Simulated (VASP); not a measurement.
A run of VASP 6.6.1 is set up as follows.

The input INCAR:

```
SYSTEM = Ce
ALGO     = Fast           ! electronic algorithm
EDIFF    = 1E-6           ! SCF threshold, eV
ENCUT    = 520            ! plane-wave cutoff, eV
GGA      = PS             ! functional
ISIF     = 2              ! what is computed and relaxed
ISMEAR   = -1             ! smearing method
LASPH    = .TRUE.         ! aspherical terms in the spheres
LCHARG   = .TRUE.         ! write CHGCAR
LELF     = .TRUE.         ! ELF
LREAL    = .FALSE.        ! projectors in reciprocal space
LVHAR    = .TRUE.       
LWAVE    = .FALSE.        ! write WAVECAR
NBANDS   = 12             ! bands
NELM     = 60             ! most SCF steps
PREC     = Accurate       ! precision mode
SIGMA    = 0.05           ! smearing width, eV
```

The input KPOINTS:

```
k-points
0
G
  10 10 10
  0 0 0
```

File POSCAR:

```
Ce
1.0
   -1.9432985503      1.9432985503      1.9432985503
    1.9432985503     -1.9432985503      1.9432985503
    1.9432985503      1.9432985503     -1.9432985503
Ce
1
Direct
    0.0000000000      0.0000000000      0.0000000000
```

Potentials or basis: VASP PAW PBE potentials, release 64 (Ce).

Run with:

```sh
$ cat potpaw_PBE.64/Ce/POTCAR > POTCAR
$ mpirun -np 1 vasp_std > vasp.out
```

**Question.** Estimate the pressure.

**Answer.** -5.8 GPa.

**Question.** Estimate the band gap on the k mesh.

**Answer.** Zero (bands 6 and 7 overlap by 0.55 eV).

Caveat: the cell stands under tension; the PAW data sets were made with another functional, which shifts forces and pressure a little; spin-orbit coupling is left out, which moves the levels of the heavy elements; semilocal functionals describe open f shells poorly, which spoils levels, moments and volumes. Spin polarisation is off, so any magnetic state and its effect on volume and gap are missing.
